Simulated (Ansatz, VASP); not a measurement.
BP: VASP beside Ansatz

File INCAR:

```
SYSTEM = BP
PREC = Accurate
ENCUT = 500
EDIFF = 1E-6
ISMEAR = 0
SIGMA = 0.1
LREAL = .False.
LASPH = .True.
NELM = 120
ALGO = Normal
ISIF = 2
LWAVE = .False.
LCHARG = .False.
NBANDS = 11
GGA_COMPAT = .False.
```

File KPOINTS:

```
regular mesh
0
Gamma
  8 8 8
  0 0 0
```

The input POSCAR:

```
BP
1.0
    0.0000000000      2.2660723800      2.2660723800
    2.2660723800      0.0000000000      2.2660723800
    2.2660723800      2.2660723800      0.0000000000
B P
1 1
Direct
    0.0000000000      0.0000000000      0.0000000000
    0.2500000000      0.2500000000      0.2500000000
```

Input for Ansatz:

```yaml
crystal:
  lattice:
    - [0.0, 2.26607238, 2.26607238]
    - [2.26607238, 0.0, 2.26607238]
    - [2.26607238, 2.26607238, 0.0]
  atoms:
    - { symbol: B, position: [0.0, 0.0, 0.0] }
    - { symbol: P, position: [0.25, 0.25, 0.25] }
basis:
  ecutwfc: 420
kpoints:
  mp_grid: { grid: [8, 8, 8] }
hamiltonian:
  xc: lda
  pseudopotentials: { kind: paw }
scf:
  occupations: { method: gaussian, width: 0.1 }
output:
  forces: true
  stress: true
  eigenvalues: true
```

Alike in both runs: task single point; functional LDA; k mesh 8 × 8 × 8; occupations gaussian, width 0.1 eV; no spin polarisation.

|  | VASP | Ansatz |
| --- | --- | --- |
| version | VASP 6.6.1 | Ansatz 0.2.0 |
| potentials or method | VASP PAW LDA potentials, release 64 (B, P), cutoff 500 eV | scalar-relativistic, plane waves, PAW |
| valence electrons in the cell | 8 | 8 |

|  | VASP | Ansatz | Ansatz less VASP |
| --- | --- | --- | --- |
| gap on the k mesh at the Fermi level (eV) | 1.21 | 1.21 | -0.001 |
| least direct gap on the mesh (eV) | 3.38 | 3.38 | -0.002 |
| pressure (GPa) | -4.7 | -4.6 | +0.09 |

LDA's correlation is that of Perdew and Zunger in VASP and of Perdew and Wang (1992) in Ansatz.
